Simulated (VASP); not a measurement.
Runs of VASP 6.6.1 on I. The structure is that of space group Fd-3m (No. 227), or close to it. The cells are those of the table. 

```csv
cell,gap on the mesh (eV),pressure (GPa)
"a = 4.268 Å, angles 60.0°, 2 atoms",none,52.7
"a = 5.256 Å, angles 60.0°, 2 atoms",none,2.8
"a = 4.698 Å, angles 60.0°, 2 atoms",none,(b)
"a = 4.479 Å, angles 60.0°, 2 atoms",none,(a)
"a = 5.417 Å, angles 60.0°, 2 atoms",none,1.1
```

Alike in all rows: task single point; level PBE; potentials or basis VASP PAW PBE potentials, release 64 (I); no spin polarisation; k mesh 10 × 10 × 10; cutoff (eV) 520; smearing fermi-dirac 0.1 eV.

Fill in the values left out.

(a) 31.7; (b) 18.1.

Caveats: spin-orbit coupling is left out, which moves the levels of the heavy elements.

A k mesh can miss the band edges, and the runs leave out spin-orbit coupling on I.

A gap of «none» marks levels without a gap at the run's occupations.
